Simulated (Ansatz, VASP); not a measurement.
Two plane-wave programs on Ge

```xyz
2
Lattice="0.0000 2.8932 2.8932 2.8932 0.0000 2.8932 2.8932 2.8932 0.0000" Properties=species:S:1:pos:R:3 pbc="T T T"
Ge    0.0000    0.0000    0.0000
Ge    1.4466    1.4466    1.4466
```

Alike in both runs: task single point; functional r2SCAN; k mesh 12 × 12 × 12; occupations gaussian, width 0.02 eV; no spin polarisation.

|  | VASP | Ansatz |
| --- | --- | --- |
| version | VASP 6.6.1 | Ansatz 0.2.0 |
| potentials or method | VASP PAW PBE potentials, release 64 (Ge_d), cutoff 520 eV | scalar-relativistic, plane waves, PAW |
| valence electrons in the cell | 28 | 28 |

```tsv
	VASP	Ansatz	Ansatz less VASP
gap on the k mesh at the Fermi level (eV)	none	none	-
pressure (GPa)	-3.5	-3.6	-0.04
```

VASP's potentials were made for PBE, not for r2SCAN. A gap of «none» marks a metal or a gap that the smearing closes. With one functional, cell and mesh, what is left measures potentials, basis and numerics.
